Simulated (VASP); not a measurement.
Runs of VASP 6.6.1 on BP. The structure is that of space group F-43m (No. 216), or close to it. The cells are those of the table. 

| cell | gap on the mesh (eV) | pressure (GPa) |
| --- | --- | --- |
| a = 3.176, b = 3.176, c = 3.201 Å, angles 60.3, 60.3, 90.0°, 2 atoms | (b) | (a) |
| a = 3.176, b = 3.176, c = 3.198 Å, angles 60.2, 60.2, 90.0°, 2 atoms | 1.34 | 2.3 |
| a = 3.208 Å, angles 60.0, 60.0, 90.0°, 2 atoms | 1.48 | -0.5 |
| a = 3.224, b = 3.224, c = 3.211 Å, angles 59.9, 59.9, 90.0°, 2 atoms | 1.36 | -1.6 |
| a = 3.240, b = 3.240, c = 3.217 Å, angles 59.8, 59.8, 90.0°, 2 atoms | 1.27 | -3.1 |
| a = 3.144, b = 3.144, c = 3.189 Å, angles 60.5, 60.5, 90.0°, 2 atoms | 1.21 | 5.3 |
| a = 3.224, b = 3.224, c = 3.212 Å, angles 59.9, 59.9, 90.0°, 2 atoms | 1.37 | -1.8 |
| a = 3.192, b = 3.192, c = 3.203 Å, angles 60.1, 60.1, 90.0°, 2 atoms | 1.41 | 0.8 |

Alike in all rows: task single point; level r2SCAN; potentials or basis VASP PAW PBE potentials, release 64 (B, P); no spin polarisation; k mesh 8 × 8 × 8; cutoff (eV) 520; smearing gaussian 0.01 eV.

**Question.** Estimate the missing entries.

**Answer.** (a) 1.9; (b) 1.33.

Caveats: the PAW data sets were made with another functional, which shifts forces and pressure a little.

A k mesh can miss the band edges.
